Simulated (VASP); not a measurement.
# Rh (P6_3/mmc) in VASP: further runs

Runs on Rh. Level: PBE. Tasks: single point.

All numbers are computed with VASP 6.6.1; they aren't measurements. Logs are shortened: lines on timing, memory, paths and dates and some standing lists are left out, and cuts for length are marked.

**1. The cell of the first run**

Symmetry: P6_3/mmc, No. 194, hexagonal system. The conventional cell has a = 2.780 Å, b = 2.780 Å, c = 4.087 Å, α = 90.00°, β = 90.00°, γ = 120.00°. Within 3.4 Å of Rh (site symmetry -6m2) lie 12 Rh at 2.60 to 2.78 Å.

This isn't the form of Rh at room conditions, which is fcc.

**2. Single point, PBE (13.68 Å³/atom)**

The input, INCAR:

```
SYSTEM = Rh
PREC = Accurate ; ENCUT = 520
EDIFF = 1E-7 ; ISMEAR = 0
SIGMA = 0.15 ; LREAL = .FALSE.
LASPH = .TRUE. ; NELM = 100
ALGO = Fast ; ISIF = 2
LWAVE = .FALSE. ; LCHARG = .TRUE.
GGA = PE ; LELF = .TRUE.
LVHAR = .TRUE. ; NBANDS = 22
```

The input, KPOINTS:

```
Automatic mesh
0
G
  21 21 12
  0 0 0
```

The input, POSCAR:

```
Rh
1.0
    2.7799513317      0.0000000000      0.0000000000
   -1.3899756659      2.4075084745      0.0000000000
    0.0000000000      0.0000000000      4.0868064527
Rh
2
Direct
    0.6666666667      0.3333333333      0.7500000000
    0.3333333333      0.6666666667      0.2500000000
```

Potentials or basis: VASP PAW PBE potentials, release 64 (Rh_pv).

On the command line:

```sh
$ cat potpaw_PBE.64/Rh_pv/POTCAR > POTCAR
$ mpirun -np 1 vasp_std > vasp.out
```

OUTCAR:

```text
SYSTEM = Rh
   PREC = Accurate
   ENCUT = 520
   EDIFF = 1E-7
   ISMEAR = 0
   LREAL = .FALSE.
   LASPH = .TRUE.
   NELM = 100
   ISIF = 2
   GGA = PE

 ion  position               nearest neighbor table
   1  0.667  0.333  0.750-   2 2.60   2 2.60   2 2.60   2 2.60   2 2.60   2 2.60
   2  0.333  0.667  0.250-   1 2.60   1 2.60   1 2.60   1 2.60   1 2.60   1 2.60

  LATTYP: Found a hexagonal cell.
 ALAT       =     2.7799513317
 C/A-ratio  =     1.4701000000

  Lattice vectors:

 A1 = (   2.7799513317,   0.0000000000,   0.0000000000)
 A2 = (  -1.3899756659,   2.4075084745,   0.0000000000)
 A3 = (   0.0000000000,   0.0000000000,   4.0868064527)

Analysis of symmetry for initial positions (statically):
=====================================================================
 Subroutine PRICEL returns:
 Original cell was already a primitive cell.

 Routine SETGRP: Setting up the symmetry group for a
 hexagonal supercell.

 Subroutine GETGRP returns: Found 24 space group operations
 (whereof 12 operations were pure point group operations)
 out of a pool of 24 trial point group operations.

The static configuration has the point symmetry D_3d.
 The point group associated with its full space group is D_6h.

Analysis of symmetry for dynamics (positions and initial velocities):
=====================================================================
 Subroutine PRICEL returns:
 Original cell was already a primitive cell.

 Routine SETGRP: Setting up the symmetry group for a
 hexagonal supercell.

 Subroutine GETGRP returns: Found 24 space group operations
 (whereof 12 operations were pure point group operations)
 out of a pool of 24 trial point group operations.

The dynamic configuration has the point symmetry D_3d.
 The point group associated with its full space group is D_6h.

 Subroutine INISYM returns: Found 24 space group operations
 (whereof 12 operations are pure point group operations),
 and found     1 'primitive' translations

----------------------------------------------------------------------------------------

                                     Primitive cell

  volume of cell :      27.3520

  direct lattice vectors                    reciprocal lattice vectors
     2.779951332  0.000000000  0.000000000     0.359718528  0.207683589  0.000000000
    -1.389975666  2.407508475  0.000000000     0.000000000  0.415367178  0.000000000
     0.000000000  0.000000000  4.086806453     0.000000000  0.000000000  0.244689836

  length of vectors
     2.779951332  2.779951332  4.086806453     0.415367178  0.415367178  0.244689836

  position of ions in fractional coordinates (direct lattice)
     0.666666667  0.333333333  0.750000000
     0.333333333  0.666666667  0.250000000

  ion indices of the primitive-cell ions
   primitive index   ion index
                 1           1
                 2           2

----------------------------------------------------------------------------------------

 KPOINTS: Automatic mesh

Automatic generation of k-mesh.
 Grid dimensions read from file:
 generate k-points for:   21   21   12

 Generating k-lattice:

  Cartesian coordinates                     Fractional coordinates (reciprocal lattice)
     0.017129454  0.009889695  0.000000000     0.047619048 -0.000000000  0.000000000
     0.000000000  0.019779389  0.000000000     0.000000000  0.047619048  0.000000000
     0.000000000  0.000000000  0.020390820     0.000000000  0.000000000  0.083333333

  Length of vectors
     0.019779389  0.019779389  0.020390820

  Shift w.r.t. Gamma in fractional coordinates (k-lattice)
     0.000000000  0.000000000  0.000000000

 Subroutine IBZKPT returns following result:
 ===========================================

 Found    336 irreducible k-points:

 Following reciprocal coordinates:
            Coordinates               Weight
  0.000000  0.000000  0.000000      1.000000
  0.047619  0.000000  0.000000      6.000000
  0.095238  0.000000  0.000000      6.000000
  0.142857  0.000000  0.000000      6.000000
  0.190476  0.000000  0.000000      6.000000
  0.238095  0.000000  0.000000      6.000000
[... 16 lines left out ...]
  0.142857  0.095238  0.000000     12.000000
  0.190476  0.095238  0.000000     12.000000
 [... further k-points ...]
   k-points           NKPTS =    336   k-points in BZ     NKDIM =    336   number of bands    NBANDS=     22
   number of dos      NEDOS =    301   number of ions     NIONS =      2
   total plane-waves  NPLWV =  17280
   dimension x,y,z NGX =    24 NGY =   24 NGZ =   30
   dimension x,y,z NGXF=    48 NGYF=   48 NGZF=   60
   ions per type =               2
   NGX,Y,Z   is equivalent  to a cutoff of  14.35, 14.35, 12.20 a.u.
   NGXF,Y,Z  is equivalent  to a cutoff of  28.70, 28.70, 24.41 a.u.
 SYSTEM =  Rh
   PREC   = accura    normal or accurate (medium, high low for compatibility)
   ISTART =      0    job   : 0-new  1-cont  2-samecut
   ICHARG =      2    charge: 1-file 2-atom 10-const
   ISPIN  =      1    spin polarized calculation?
   LNONCOLLINEAR =      F non collinear calculations
   LSORBIT =      F    spin-orbit coupling
   LASPH  =      T    aspherical Exc in radial PAW
   ENCUT  =  520.0 eV  38.22 Ry    6.18 a.u.   5.17  5.17  7.60*2*pi/ulx,y,z
   NELM   =    100;   NELMIN=  2; NELMDL= -5     # of ELM steps
   EDIFF  = 0.1E-06   stopping-criterion for ELM
   LREAL  =      F    real-space projection
   EDIFFG = 0.1E-05   stopping-criterion for IOM
   NSW    =      0    number of steps for IOM
   IBRION =     -1    ionic relax: 0-MD 1-quasi-New 2-CG
   NFREE  =      0    steps in history (QN), initial steepest desc. (CG)
   ISIF   =      2    stress and relaxation
   ISYM   =      2    0-nonsym 1-usesym 2-fastsym
   POTIM  = 0.5000    time-step for ionic-motion
   TEBEG  =    0.0;   TEEND  =   0.0 temperature during run
   PSTRESS=    0.0 pullay stress
   NELECT =      30.0000    total number of electrons
   NUPDOWN=      -1.0000    fix difference up-down
   EMIN   =  10.00;   EMAX   =-10.00  energy-range for DOS
   EFERMI =   0.00;   METHOD = LEGACY
   ISMEAR =     0;   SIGMA  =   0.15  broadening in eV -4-tet -1-fermi 0-gaus
   EFERMI_NEDOS =   21; number of points for ismear=-14 and -15
   IALGO  =     68    algorithm
   IMIX   =      4    mixing-type and parameters
     AMIX     =   0.40;   BMIX     =  1.00
     AMIX_MAG =   1.60;   BMIX_MAG =  1.00
  volume/ion in A,a.u.               =      13.68        92.29
  Fermi-wavevector in a.u.,A,eV,Ry     =   1.688310  3.190443 38.781924  2.850391
  Thomas-Fermi vector in A             =   2.770639
   LORBIT       =      0    0 simple, 1 ext, 2 COOP (PROOUT), +10 PAW based schemes
   GGA     = PE    functional components
   LHFCALC =     F    Hartree Fock is set to
   AEXX    =    0.0000 exact exchange contribution
   IVDW    =     0    specifies the selected vdW correction
   LEPSILON=     F    determine dielectric tensor
   LRPA    =     F    only Hartree local field effects (RPA)
 non-spin polarized calculation
 RMM-DIIS sequential band-by-band and
 Gauss-broadening in eV      SIGMA  =   0.15
  energy-cutoff  :      520.00
  volume of cell :       27.35
 maximum number of plane-waves:       748
 NGX is ok and might be reduce to    24
   NGX = 11   NGY = 11   NGZ = 15

 number of electron      30.0000015 magnetization

 Free energy of the ion-electron system (eV)
  ---------------------------------------------------
  ext. energy  EPLUGINS =         0.00000000
  ---------------------------------------------------
  free energy    TOTEN  =       -14.30205439 eV

  energy without entropy =      -14.26159223  energy(sigma->0) =      -14.28182331

 E-fermi :  12.1250     XC(G=0): -14.0534

 val. band max:       12.1247644307   @ k =   0.2857   0.0000   0.4167
 cond. band min:      12.1251760124   @ k =   0.3810   0.1905   0.3333
 fundamental gap:      0.0004115817
 Fermi energy:        12.1250450686

 k-point     1 :       0.0000    0.0000    0.0000
  band No.  band energies     occupation
      1     -35.2885      2.00000
      2     -34.5289      2.00000
      3     -34.5289      2.00000
      4     -34.3539      2.00000
      5     -34.3497      2.00000
      6     -34.3497      2.00000
[... 14 lines left out ...]
     21      31.1134      0.00000
     22      31.6007      0.00000

 k-point     2 :       0.0476    0.0000    0.0000
  band No.  band energies     occupation
      1     -35.2829      2.00000
      2     -34.5376      2.00000
      3     -34.5326      2.00000
      4     -34.3593      2.00000
      5     -34.3575      2.00000
      6     -34.3505      2.00000
[... 14 lines left out ...]
     21      31.1275      0.00000
     22      31.6574      0.00000

 k-point     3 :       0.0952    0.0000    0.0000
  band No.  band energies     occupation
      1     -35.2661      2.00000
      2     -34.5629      2.00000
      3     -34.5429      2.00000
      4     -34.3869      2.00000
      5     -34.3684      2.00000
      6     -34.3527      2.00000
[... 14 lines left out ...]
     21      30.8740      0.00000
     22      31.8146      0.00000

 k-point     4 :       0.1429    0.0000    0.0000
  band No.  band energies     occupation
      1     -35.2389      2.00000
      2     -34.6026      2.00000
      3     -34.5589      2.00000
      4     -34.4297      2.00000
      5     -34.3863      2.00000
      6     -34.3566      2.00000
[... 14 lines left out ...]
     21      30.2387      0.00000
     22      30.7790      0.00000

 k-point     5 :       0.1905    0.0000    0.0000
  band No.  band energies     occupation
      1     -35.2024      2.00000
      2     -34.6534      2.00000
      3     -34.5786      2.00000
      4     -34.4834      2.00000
      5     -34.4110      2.00000
      6     -34.3620      2.00000
[... 14 lines left out ...]
     21      29.5031      0.00000
     22      30.2996      0.00000

 k-point     6 :       0.2381    0.0000    0.0000
  band No.  band energies     occupation
      1     -35.1581      2.00000
      2     -34.7110      2.00000
      3     -34.6002      2.00000
      4     -34.5428      2.00000
      5     -34.4419      2.00000
      6     -34.3687      2.00000
[... 14 lines left out ...]
     21      28.2568      0.00000
     22      29.9277      0.00000

 k-point     7 :       0.2857    0.0000    0.0000
  band No.  band energies     occupation
      1     -35.1083      2.00000
      2     -34.7702      2.00000
      3     -34.6218      2.00000
      4     -34.6024      2.00000
      5     -34.4781      2.00000
      6     -34.3759      2.00000
[... 324 lines left out ...]
      6     -34.4015      2.00000
[... 14 lines left out ...]
     21      23.9917      0.00000
     22      27.0306      0.00000

 k-point    21 :       0.4762    0.0476    0.0000
  band No.  band energies     occupation
      1     -34.9250      2.00000
      2     -34.9247      2.00000
      3     -34.7507      2.00000
      4     -34.6799      2.00000
      5     -34.6254      2.00000
      6     -34.4028      2.00000
[... 14 lines left out ...]
     21      23.9895      0.00000
     22      26.8396      0.00000

 k-point    22 :       0.0952    0.0952    0.0000
  band No.  band energies     occupation
      1     -35.2230      2.00000
      2     -34.6163      2.00000
      3     -34.5808      2.00000
      4     -34.4438      2.00000
      5     -34.3970      2.00000
      6     -34.3645      2.00000
[... 14 lines left out ...]
     21      28.9023      0.00000
     22      31.3191      0.00000

 k-point    23 :       0.1429    0.0952    0.0000
  band No.  band energies     occupation
      1     -35.1871      2.00000
      2     -34.6582      2.00000
      3     -34.6134      2.00000
      4     -34.4833      2.00000
      5     -34.4215      2.00000
      6     -34.3744      2.00000
[... 14 lines left out ...]
     21      27.7102      0.00000
     22      30.6969      0.00000

 k-point    24 :       0.1905    0.0952    0.0000
  band No.  band energies     occupation
      1     -35.1436      2.00000
      2     -34.7098      2.00000
      3     -34.6467      2.00000
      4     -34.5266      2.00000
      5     -34.4523      2.00000
      6     -34.3847      2.00000
[... 14 lines left out ...]
     21      26.7737      0.00000
     22      29.8156      0.00000

 [... further k-points ...]
[... 5 lines left out ...]
  --------------------------------------------------------------------------------------
  -------------------------------------------------------------------------------------
  Total        0.5900064      0.5900064      4.7720033     -0.0000000      0.0000000      0.0000000
  in kB       34.5603593     34.5603593    279.5260153     -0.0000000      0.0000000      0.0000000
  external PRESSURE =     116.2155779 kB  Pullay stress =       0.0000000 kB

 VOLUME and BASIS-vectors are now :
 -----------------------------------------------------------------------------
  energy-cutoff  :      520.00
  volume of cell :       27.35
      direct lattice vectors                 reciprocal lattice vectors
     2.779951332  0.000000000  0.000000000     0.359718528  0.207683589  0.000000000
    -1.389975666  2.407508475  0.000000000     0.000000000  0.415367178  0.000000000
     0.000000000  0.000000000  4.086806453     0.000000000  0.000000000  0.244689836

 POSITION                                       TOTAL-FORCE (eV/Angst)
 -----------------------------------------------------------------------------------
      1.38998      0.80250      3.06510         0.000000     -0.000000      0.000000
     -0.00000      1.60501      1.02170        -0.000000      0.000000      0.000000
 -----------------------------------------------------------------------------------
    total drift:                               -0.000000      0.000000     -0.000000

  FREE ENERGIE OF THE ION-ELECTRON SYSTEM (eV)
  ---------------------------------------------------
  free  energy   TOTEN  =       -14.3020543886 eV

  energy  without entropy=      -14.2615922307  energy(sigma->0) =      -14.28182331
```

Run time: 78 s. Hardware: 1 thread of Intel Xeon 6975P-C (Granite Rapids), shared host; peak memory 0.26 GiB.

Results:

| Quantity | Value |
| --- | --- |
| Free energy | -14.3021 eV |
| Pressure | 11.6 GPa |
| Band gap on the k mesh | zero (bands 15 and 16 overlap by 2.04 eV) |

Stress tensor (GPa, compression positive):
```
 3.46  0.00  0.00
 0.00  3.46  0.00
 0.00  0.00 27.95
```

Caveat: the cell stands under pressure.

**3. Single point, PBE (13.68 Å³/atom)**

The input, INCAR:

```
ALGO     = Fast           # electronic algorithm
EDIFF    = 1E-7           # SCF threshold, eV
ENCUT    = 520            # plane-wave cutoff, eV
GGA      = PE             # functional
ISIF     = 2              # what is computed and relaxed
ISMEAR   = 0              # smearing method
LASPH    = True           # aspherical terms in the spheres
LCHARG   = False          # write CHGCAR
LREAL    = False          # projectors in reciprocal space
LWAVE    = False          # write WAVECAR
NBANDS   = 22             # bands
NELM     = 60             # most SCF steps
PREC     = Accurate       # precision mode
SIGMA    = 0.15           # smearing width, eV
```

The input, KPOINTS:

```
k-points
0
Gamma
  21 21 12
```

The input, POSCAR:

```
Rh
1.0
    2.7246171703      0.0000000000      0.0000000000
   -1.3623085852      2.3595876850      0.0000000000
    0.0000000000      0.0000000000      4.2544897114
Rh
2
Direct
    0.6666666667      0.3333333333      0.7500000000
    0.3333333333      0.6666666667      0.2500000000
```

Potentials or basis: VASP PAW PBE potentials, release 64 (Rh_pv).

On the command line:

```sh
$ cat potpaw_PBE.64/Rh_pv/POTCAR > POTCAR
$ mpirun -np 1 vasp_std > vasp.out
```

Run time: 69 s. Hardware: 1 thread of Intel Xeon 6975P-C (Granite Rapids), shared host; peak memory 0.25 GiB.

Results (log left out):

- Free energy: -14.4200 eV
- Pressure: 9.1 GPa
- Band gap on the k mesh: zero (bands 15 and 16 overlap by 2.34 eV)

Stress tensor (GPa, compression positive):
```
 5.88  0.00  0.00
 0.00  5.88  0.00
 0.00  0.00 15.44
```

Levels at points of the mesh, in eV from the Fermi level:
| k point | band 13 | band 14 | band 15 | band 16 | band 17 | band 18 |
| --- | --- | --- | --- | --- | --- | --- |
| (0.00, 0.00, 0.00) | -2.49 | -2.19 | -2.19 | 0.11 | 0.11 | 1.07 |
| (0.00, 0.00, 0.50) | -3.11 | -3.11 | -0.45 | -0.45 | -0.45 | -0.45 |

Caveat: the cell stands under pressure.
